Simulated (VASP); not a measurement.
Input of a VASP 6.6.1 run:

The input INCAR:

```
SYSTEM = In2C
ALGO     = Normal         ! electronic algorithm
EDIFF    = 1E-7           ! SCF threshold, eV
EDIFFG   = -0.04          ! ionic threshold
ENCUT    = 600            ! plane-wave cutoff, eV
GGA      = PE             ! functional
IBRION   = 2              ! ionic algorithm
ISIF     = 3              ! what is computed and relaxed
ISMEAR   = 0              ! smearing method
LASPH    = .True.         ! aspherical terms in the spheres
LCHARG   = .False.        ! write CHGCAR
LREAL    = .False.        ! projectors in reciprocal space
LWAVE    = .False.        ! write WAVECAR
NELM     = 100            ! most SCF steps
NSW      = 90             ! ionic steps
PREC     = Accurate       ! precision mode
SIGMA    = 0.1            ! smearing width, eV
```

The input KPOINTS:

```
k-points
0
Gamma
  4 4 4
  0 0 0
```

File POSCAR:

```
In2C
1.0
    0.0000000000      3.2645178500      3.2645178500
    3.2645178500      0.0000000000      3.2645178500
    3.2645178500      3.2645178500      0.0000000000
In C
2 1
Direct
    0.2500000000      0.2500000000      0.2500000000
    0.7500000000      0.7500000000      0.7500000000
    0.0000000000      0.0000000000      0.0000000000
```

Potentials or basis: VASP PAW PBE potentials, release 64 (In_d, C).

Command:

```sh
$ cat potpaw_PBE.64/In_d/POTCAR potpaw_PBE.64/C/POTCAR > POTCAR
$ mpirun -np 1 vasp_std > vasp.out
```

(1) Estimate the relaxed cell.

(2) Predict the relaxed volume.

(3) Predict the band gap on the k mesh.

(4) Estimate the space group after relaxing (to 0.1 Å).

## Answers

(1) a = 4.359 Å, b = 4.359 Å, c = 4.359 Å, α = 60.00°, β = 60.00°, γ = 60.00°.

(2) 19.52 Å³/atom.

(3) zero (bands 15 and 16 overlap by 2.41 eV).

(4) Fm-3m (No. 225).

Caveat: the k points lie up to 0.44 Å⁻¹ apart in the final cell, too coarse for converged energies and pressures of a metal; the volume moved by over 15 % at a fixed basis, so the end points are rough; spin-orbit coupling is left out, which moves the levels of the heavy elements.
